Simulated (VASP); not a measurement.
The system is Cr.

```
Cr
1.0
     0.00000    2.52977    2.52977
     2.52977    0.00000    2.52977
     2.52977    2.52977    0.00000
Cr
2
Direct
  0.12500 0.12500 0.12500
  0.87500 0.87500 0.87500
```

| Item | Value |
| --- | --- |
| Program | VASP 6.6.1 |
| Task | relaxation of cell and atoms |
| Functional | PBE |
| Potentials or basis | VASP PAW PBE potentials, release 64 (Cr_pv) |
| Cutoff | 600 eV |
| k mesh | 11 × 11 × 11 |
| Occupations | fermi-dirac, width 0.1 eV |
| Spin | no spin polarisation |

At the start: pressure 2.8 GPa; volume 16.19 Å³/atom.

Task: How do energy, volume and symmetry change on relaxing?

Result: Over 3 steps the energy falls by 3.6 meV/atom and the volume is 16.61 Å³/atom (+2.6 %); space group Fd-3m (No. 227, to 0.05 Å).

The path:
| step | energy change (eV) | largest force (eV/Å) | pressure (GPa) | volume (Å³) |
| --- | --- | --- | --- | --- |
| 1 | 0.0000 | 0.0000 | 2.81 | 32.38 |
| 2 | -0.0049 | 0.0000 | -1.46 | 33.73 |
| 3 | -0.0073 | 0.0000 | 0.06 | 33.23 |

Final structure:
```
Cr
1.0
     0.00000    2.55171    2.55171
     2.55171    0.00000    2.55171
     2.55171    2.55171    0.00000
Cr
2
Direct
  0.12500 0.12500 0.12500
  0.87500 0.87500 0.87500
```

Caveat: the run has no spin polarisation, though such a crystal can be magnetic.
